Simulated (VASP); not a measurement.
# BiTe (R-3m) in VASP: single point with r2SCAN

Aim: the single point of BiTe with r2SCAN.

All numbers are computed with VASP 6.6.1; they aren't measurements. Logs are shortened: lines on timing, memory, paths and dates and some standing lists are left out, and cuts for length are marked.

## Step 1: The cell of the first run

The typed cell holds 2 atoms: a = 4.631 Å, b = 4.631 Å, c = 4.631 Å, α = 60.08°, β = 60.08°, γ = 60.08°.

## Step 2: Single point, r2SCAN (volume scaled by 1.06, then relaxed in part)

Contents of POSCAR:

```
BiTe
1.0
    2.3184650148      1.3385664004      3.7790959076
   -2.3184650148      1.3385664004      3.7790959076
    0.0000000000     -2.6771328009      3.7790959076
Bi Te
1 1
Direct
    0.5000000000      0.5000000000      0.5000000000
    0.0000000000      0.0000000000      0.0000000000
```

Contents of INCAR.step1:

```
PREC = Accurate
ENCUT = 520
ISMEAR = 0
SIGMA = 0.1
LREAL = F
LASPH = T
NELM = 100
NBANDS = 18
GGA = PE
ALGO = Normal
EDIFF = 1E-4
LWAVE = T
LCHARG = F
```

Contents of INCAR.step2:

```
PREC = Accurate
ENCUT = 520
EDIFF = 1E-7
ISMEAR = 0
SIGMA = 0.1
LREAL = F
LASPH = T
NELM = 100
ALGO = Normal
ISIF = 2
LWAVE = F
LCHARG = F
METAGGA = R2SCAN
LMIXTAU = T
NBANDS = 18
ISTART = 1
```

Contents of KPOINTS:

```
Automatic mesh
0
Gamma
  12 12 12
```

Potentials or basis: VASP PAW PBE potentials, release 64 (Bi_d, Te).

Launch:

```console
> cat potpaw_PBE.64/Bi_d/POTCAR potpaw_PBE.64/Te/POTCAR > POTCAR
> cp INCAR.step1 INCAR
> mpirun -np 1 vasp_std > vasp.out
> cp INCAR.step2 INCAR
> mpirun -np 1 vasp_std > vasp.out
```

OUTCAR:

```text
PREC = Accurate
   ENCUT = 520
   EDIFF = 1E-7
   ISMEAR = 0
   LREAL = F
   LASPH = T
   NELM = 100
   ISIF = 2
   METAGGA = R2SCAN
   ISTART = 1

 ion  position               nearest neighbor table
   1  0.500  0.500  0.500-   2 3.28   2 3.28   2 3.28   2 3.28   2 3.28   2 3.28
   2  0.000  0.000  0.000-   1 3.28   1 3.28   1 3.28   1 3.28   1 3.28   1 3.28

  LATTYP: Found a trigonal (rhomboedric) cell.
 ALAT       =     4.6312639648
 COS(alpha) =     0.4987758135

  Lattice vectors:

 A1 = (   2.3184650148,   1.3385664004,   3.7790959076)
 A2 = (  -2.3184650148,   1.3385664004,   3.7790959076)
 A3 = (   0.0000000000,  -2.6771328009,   3.7790959076)

Analysis of symmetry for initial positions (statically):
=====================================================================
 Subroutine PRICEL returns:
 Original cell was already a primitive cell.

 Routine SETGRP: Setting up the symmetry group for a
 trigonal (rhombohedral) supercell.

 Subroutine GETGRP returns: Found 12 space group operations
 (whereof 12 operations were pure point group operations)
 out of a pool of 12 trial point group operations.

The static configuration has the point symmetry D_3d.

Analysis of symmetry for dynamics (positions and initial velocities):
=====================================================================
 Subroutine PRICEL returns:
 Original cell was already a primitive cell.

 Routine SETGRP: Setting up the symmetry group for a
 trigonal (rhombohedral) supercell.

 Subroutine GETGRP returns: Found 12 space group operations
 (whereof 12 operations were pure point group operations)
 out of a pool of 12 trial point group operations.

The dynamic configuration has the point symmetry D_3d.

 Subroutine INISYM returns: Found 12 space group operations
 (whereof 12 operations are pure point group operations),
 and found     1 'primitive' translations

----------------------------------------------------------------------------------------

                                     Primitive cell

  volume of cell :      70.3687

  direct lattice vectors                    reciprocal lattice vectors
     2.318465015  1.338566400  3.779095908     0.215659929  0.124511318  0.088204518
    -2.318465015  1.338566400  3.779095908    -0.215659929  0.124511318  0.088204518
     0.000000000 -2.677132801  3.779095908     0.000000000 -0.249022636  0.088204518

  length of vectors
     4.631263965  4.631263965  4.631263965     0.264182343  0.264182343  0.264182343

  position of ions in fractional coordinates (direct lattice)
     0.500000000  0.500000000  0.500000000
     0.000000000  0.000000000  0.000000000

  ion indices of the primitive-cell ions
   primitive index   ion index
                 1           1
                 2           2

----------------------------------------------------------------------------------------

 KPOINTS: Automatic mesh

Automatic generation of k-mesh.
 Grid dimensions read from file:
 generate k-points for:   12   12   12

 Generating k-lattice:

  Cartesian coordinates                     Fractional coordinates (reciprocal lattice)
     0.017971661  0.010375943  0.007350377     0.083333333  0.000000000  0.000000000
    -0.017971661  0.010375943  0.007350377     0.000000000  0.083333333  0.000000000
     0.000000000 -0.020751886  0.007350377     0.000000000  0.000000000  0.083333333

  Length of vectors
     0.022015195  0.022015195  0.022015195

  Shift w.r.t. Gamma in fractional coordinates (k-lattice)
     0.000000000  0.000000000  0.000000000

 Subroutine IBZKPT returns following result:
 ===========================================

 Found    189 irreducible k-points:

 Following reciprocal coordinates:
            Coordinates               Weight
  0.000000  0.000000  0.000000      1.000000
  0.083333 -0.000000 -0.000000      6.000000
  0.166667  0.000000  0.000000      6.000000
  0.250000 -0.000000  0.000000      6.000000
  0.333333 -0.000000 -0.000000      6.000000
  0.416667 -0.000000 -0.000000      6.000000
[... 16 lines left out ...]
  0.500000  0.166667 -0.000000     12.000000
 -0.416667  0.166667  0.000000     12.000000
 [... further k-points ...]
   k-points           NKPTS =    189   k-points in BZ     NKDIM =    189   number of bands    NBANDS=     18
   number of dos      NEDOS =    301   number of ions     NIONS =      2
   total plane-waves  NPLWV =  46656
   dimension x,y,z NGX =    36 NGY =   36 NGZ =   36
   dimension x,y,z NGXF=    72 NGYF=   72 NGZF=   72
   ions per type =               1   1
   NGX,Y,Z   is equivalent  to a cutoff of  12.92, 12.92, 12.92 a.u.
   NGXF,Y,Z  is equivalent  to a cutoff of  25.85, 25.85, 25.85 a.u.
 SYSTEM =  unknown system
   PREC   = accura    normal or accurate (medium, high low for compatibility)
   ISTART =      1    job   : 0-new  1-cont  2-samecut
   ICHARG =      0    charge: 1-file 2-atom 10-const
   ISPIN  =      1    spin polarized calculation?
   LNONCOLLINEAR =      F non collinear calculations
   LSORBIT =      F    spin-orbit coupling
   LASPH  =      T    aspherical Exc in radial PAW
   ENCUT  =  520.0 eV  38.22 Ry    6.18 a.u.   8.61  8.61  8.61*2*pi/ulx,y,z
   NELM   =    100;   NELMIN=  2; NELMDL=  0     # of ELM steps
   EDIFF  = 0.1E-06   stopping-criterion for ELM
   LREAL  =      F    real-space projection
   EDIFFG = 0.1E-05   stopping-criterion for IOM
   NSW    =      0    number of steps for IOM
   IBRION =     -1    ionic relax: 0-MD 1-quasi-New 2-CG
   NFREE  =      0    steps in history (QN), initial steepest desc. (CG)
   ISIF   =      2    stress and relaxation
   ISYM   =      2    0-nonsym 1-usesym 2-fastsym
   POTIM  = 0.5000    time-step for ionic-motion
   TEBEG  =    0.0;   TEEND  =   0.0 temperature during run
   PSTRESS=    0.0 pullay stress
   NELECT =      21.0000    total number of electrons
   NUPDOWN=      -1.0000    fix difference up-down
   EMIN   =  10.00;   EMAX   =-10.00  energy-range for DOS
   EFERMI =   0.00;   METHOD = LEGACY
   ISMEAR =     0;   SIGMA  =   0.10  broadening in eV -4-tet -1-fermi 0-gaus
   EFERMI_NEDOS =   21; number of points for ismear=-14 and -15
   IALGO  =     38    algorithm
   IMIX   =      4    mixing-type and parameters
     AMIX     =   0.40;   BMIX     =  1.00
     AMIX_MAG =   1.60;   BMIX_MAG =  1.00
  volume/ion in A,a.u.               =      35.18       237.44
  Fermi-wavevector in a.u.,A,eV,Ry     =   1.094010  2.067380 16.284247  1.196858
  Thomas-Fermi vector in A             =   2.230307
   LORBIT       =      0    0 simple, 1 ext, 2 COOP (PROOUT), +10 PAW based schemes
   METAGGA = R2SCAN    functional components
   LHFCALC =     F    Hartree Fock is set to
   AEXX    =    0.0000 exact exchange contribution
   IVDW    =     0    specifies the selected vdW correction
   LEPSILON=     F    determine dielectric tensor
   LRPA    =     F    only Hartree local field effects (RPA)
 non-spin polarized calculation
 Gauss-broadening in eV      SIGMA  =   0.10
  energy-cutoff  :      520.00
  volume of cell :       70.37
 maximum number of plane-waves:      1917
   NGX = 17   NGY = 17   NGZ = 17

 number of electron      20.9999994 magnetization

 Free energy of the ion-electron system (eV)
  ---------------------------------------------------
  ext. energy  EPLUGINS =         0.00000000
  ---------------------------------------------------
  free energy    TOTEN  =       -84.01559223 eV

  energy without entropy =      -84.00955413  energy(sigma->0) =      -84.01257318

 E-fermi :   6.1302     XC(G=0):  -9.8190

 val. band max:        6.1283338627   @ k =   0.2500   0.1667  -0.0000
 cond. band min:       6.1312520809   @ k =  -0.1667  -0.1667   0.0833
 fundamental gap:      0.0029182182
 Fermi energy:         6.1302069502

 k-point     1 :       0.0000    0.0000    0.0000
  band No.  band energies     occupation
      1     -17.7594      2.00000
      2     -17.7594      2.00000
      3     -17.7561      2.00000
      4     -17.7561      2.00000
      5     -17.7557      2.00000
      6      -7.7528      2.00000
[... 10 lines left out ...]
     17      12.6900      0.00000
     18      13.0683      0.00000

 k-point     2 :       0.0833   -0.0000   -0.0000
  band No.  band energies     occupation
      1     -17.7596      2.00000
      2     -17.7595      2.00000
      3     -17.7560      2.00000
      4     -17.7558      2.00000
      5     -17.7554      2.00000
      6      -7.6904      2.00000
[... 10 lines left out ...]
     17      13.0983      0.00000
     18      13.4359      0.00000

 k-point     3 :       0.1667    0.0000    0.0000
  band No.  band energies     occupation
      1     -17.7603      2.00000
      2     -17.7602      2.00000
      3     -17.7556      2.00000
      4     -17.7548      2.00000
      5     -17.7543      2.00000
      6      -7.5042      2.00000
[... 10 lines left out ...]
     17      14.0896      0.00000
     18      14.3724      0.00000

 k-point     4 :       0.2500   -0.0000    0.0000
  band No.  band energies     occupation
      1     -17.7614      2.00000
      2     -17.7613      2.00000
      3     -17.7552      2.00000
      4     -17.7532      2.00000
      5     -17.7528      2.00000
      6      -7.1981      2.00000
[... 10 lines left out ...]
     17      15.2683      0.00000
     18      15.6311      0.00000

 k-point     5 :       0.3333   -0.0000   -0.0000
  band No.  band energies     occupation
      1     -17.7625      2.00000
      2     -17.7625      2.00000
      3     -17.7547      2.00000
      4     -17.7517      2.00000
      5     -17.7512      2.00000
      6      -6.7794      2.00000
[... 10 lines left out ...]
     17      15.9218      0.00000
     18      17.0226      0.00000

 k-point     6 :       0.4167   -0.0000   -0.0000
  band No.  band energies     occupation
      1     -17.7634      2.00000
      2     -17.7634      2.00000
      3     -17.7544      2.00000
      4     -17.7505      2.00000
      5     -17.7500      2.00000
      6      -6.2632      2.00000
[... 10 lines left out ...]
     17      15.2326      0.00000
     18      16.7356      0.00000

 k-point     7 :       0.5000   -0.0000    0.0000
  band No.  band energies     occupation
      1     -17.7637      2.00000
      2     -17.7637      2.00000
      3     -17.7543      2.00000
      4     -17.7500      2.00000
      5     -17.7495      2.00000
      6      -5.7916      2.00000
[... 10 lines left out ...]
     17      14.7661      0.00000
     18      15.8624      0.00000

 k-point     8 :       0.0833    0.0833   -0.0000
  band No.  band energies     occupation
      1     -17.7602      2.00000
      2     -17.7591      2.00000
      3     -17.7562      2.00000
      4     -17.7555      2.00000
      5     -17.7552      2.00000
      6      -7.6699      2.00000
[... 10 lines left out ...]
     17      12.8825      0.00000
     18      13.1438      0.00000
[... 229 lines left out ...]
     17      13.1488      0.00000
     18      13.3683      0.00000

 k-point    20 :       0.2500    0.1667   -0.0000
  band No.  band energies     occupation
      1     -17.7639      2.00000
      2     -17.7583      2.00000
      3     -17.7568      2.00000
      4     -17.7528      2.00000
      5     -17.7522      2.00000
      6      -7.2110      2.00000
[... 10 lines left out ...]
     17      13.7018      0.00000
     18      13.8896      0.00000

 k-point    21 :       0.3333    0.1667    0.0000
  band No.  band energies     occupation
      1     -17.7650      2.00000
      2     -17.7591      2.00000
      3     -17.7563      2.00000
      4     -17.7518      2.00000
      5     -17.7507      2.00000
      6      -6.8839      2.00000
[... 10 lines left out ...]
     17      14.6845      0.00000
     18      14.9478      0.00000

 k-point    22 :       0.4167    0.1667    0.0000
  band No.  band energies     occupation
      1     -17.7657      2.00000
      2     -17.7603      2.00000
      3     -17.7553      2.00000
      4     -17.7511      2.00000
      5     -17.7495      2.00000
      6      -6.4582      2.00000
[... 10 lines left out ...]
     17      15.1082      0.00000
     18      16.0494      0.00000

 k-point    23 :       0.5000    0.1667   -0.0000
  band No.  band energies     occupation
      1     -17.7657      2.00000
      2     -17.7614      2.00000
      3     -17.7542      2.00000
      4     -17.7508      2.00000
      5     -17.7491      2.00000
      6      -5.9605      2.00000
[... 10 lines left out ...]
     17      15.3436      0.00000
     18      16.2461      0.00000

 k-point    24 :      -0.4167    0.1667    0.0000
  band No.  band energies     occupation
      1     -17.7650      2.00000
      2     -17.7623      2.00000
      3     -17.7535      2.00000
      4     -17.7508      2.00000
      5     -17.7495      2.00000
      6      -5.7643      2.00000
[... 10 lines left out ...]
     17      16.0571      0.00000
     18      17.2518      0.00000

 [... further k-points ...]
[... 5 lines left out ...]
  --------------------------------------------------------------------------------------
  -------------------------------------------------------------------------------------
  Total       -0.8252234     -0.8252234     -0.8177251      0.0000000      0.0000000      0.0000000
  in kB      -18.7889498    -18.7889498    -18.6182258      0.0000000      0.0000000      0.0000000
  external PRESSURE =     -18.7320418 kB  Pullay stress =       0.0000000 kB

 VOLUME and BASIS-vectors are now :
 -----------------------------------------------------------------------------
  energy-cutoff  :      520.00
  volume of cell :       70.37
      direct lattice vectors                 reciprocal lattice vectors
     2.318465015  1.338566400  3.779095908     0.215659929  0.124511318  0.088204518
    -2.318465015  1.338566400  3.779095908    -0.215659929  0.124511318  0.088204518
     0.000000000 -2.677132801  3.779095908     0.000000000 -0.249022636  0.088204518

 POSITION                                       TOTAL-FORCE (eV/Angst)
 -----------------------------------------------------------------------------------
      0.00000     -0.00000      5.66864         0.000000      0.000000     -0.000000
      0.00000      0.00000      0.00000        -0.000000     -0.000000      0.000000
 -----------------------------------------------------------------------------------
    total drift:                               -0.000000     -0.000000      0.000000

  FREE ENERGIE OF THE ION-ELECTRON SYSTEM (eV)
  ---------------------------------------------------
  free  energy   TOTEN  =       -84.0155922260 eV

  energy  without entropy=      -84.0095541319  energy(sigma->0) =      -84.01257318
```

It took 5.7 min on 1 thread of Intel Xeon 6975P-C (Granite Rapids), shared host; peak memory 0.39 GiB.

What came out:

```
Free energy : -84.0156 eV
Pressure    : -1.9 GPa
```

Caveat: the PAW data sets were made with another functional, which shifts forces and pressure a little; spin-orbit coupling is left out, which moves the levels of the heavy elements.
